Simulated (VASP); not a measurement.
Wanted: the native input for a VASP 6.6.1 run.

* Task: single point
* Functional: r2SCAN
* Potentials or basis: VASP PAW PBE potentials, release 64 (In_d, P)
* Cutoff: 520 eV
* k mesh: 8 × 8 × 8
* Occupations: fermi-dirac, width 0.02 eV
* Spin: non-collinear spin, zero start, spin-orbit coupling
* Starting moments: [[0.0, 0.0, 0.0], [0.0, 0.0, 0.0]] μB
* Dipole correction: no
* Further INCAR settings: ALGO = Normal; EDIFF = 1e-07; NBANDS = 30

The system is InP.

```
In P
1.0
     0.00000    2.89471    3.01622
     2.89471    0.00000    3.01622
     2.89471    2.89471    0.00000
In P
1 1
Direct
  0.00000 0.00000 0.00000
  0.25000 0.25000 0.25000
```

This cell differs from its parent crystal: epitaxial xy strain -2.0%.

These files were run (other wordings do the same):

POSCAR

```
InP
1.0
    0.0000000000      2.8947118821      3.0162202988
    2.8947118821      0.0000000000      3.0162202988
    2.8947118821      2.8947118821      0.0000000000
In P
1 1
Direct
    0.0000000000      0.0000000000      0.0000000000
    0.2500000000      0.2500000000      0.2500000000
```

INCAR.step1

```
PREC = Accurate
ENCUT = 520
ISMEAR = -1
SIGMA = 0.02
LREAL = F
LASPH = T
NELM = 150
MAGMOM = 0 0 0 0 0 0
LSORBIT = T
GGA_COMPAT = F
NBANDS = 30
GGA = PE
ALGO = Normal
EDIFF = 1E-4
LWAVE = T
LCHARG = F
```

INCAR.step2

```
PREC = Accurate
ENCUT = 520
EDIFF = 1E-7
ISMEAR = -1
SIGMA = 0.02
LREAL = F
LASPH = T
NELM = 150
ALGO = Normal
ISIF = 2
LWAVE = F
LCHARG = T
MAGMOM = 0 0 0 0 0 0
LORBIT = 11
LSORBIT = T
GGA_COMPAT = F
LORBMOM = T
METAGGA = R2SCAN
LMIXTAU = T
LVHAR = T
NBANDS = 30
ISTART = 1
```

KPOINTS

```
regular mesh
0
Gamma
  8 8 8
```

Potentials or basis: VASP PAW PBE potentials, release 64 (In_d, P).

The run is started by

```sh
$ cat potpaw_PBE.64/In_d/POTCAR potpaw_PBE.64/P/POTCAR > POTCAR
$ cp INCAR.step1 INCAR
$ mpirun -np 1 vasp_ncl > vasp.out
$ cp INCAR.step2 INCAR
$ mpirun -np 1 vasp_ncl > vasp.out
```

Results of the run:

```yaml
Pressure: 1.2 GPa
Net_moment: 0.00 μB per cell
Valence_electrons_inside_the_program's_atomic_spheres: In 11.52; P 2.53
```

Caveat: the cell differs from its parent crystal (epitaxial xy strain -2.0%); the PAW data sets were made with another functional, which shifts forces and pressure a little.

It took 19 min on 1 thread of Intel(R) Xeon(R) Platinum 8488C (Sapphire Rapids), with other jobs on the host, peak memory 0.48 GiB.
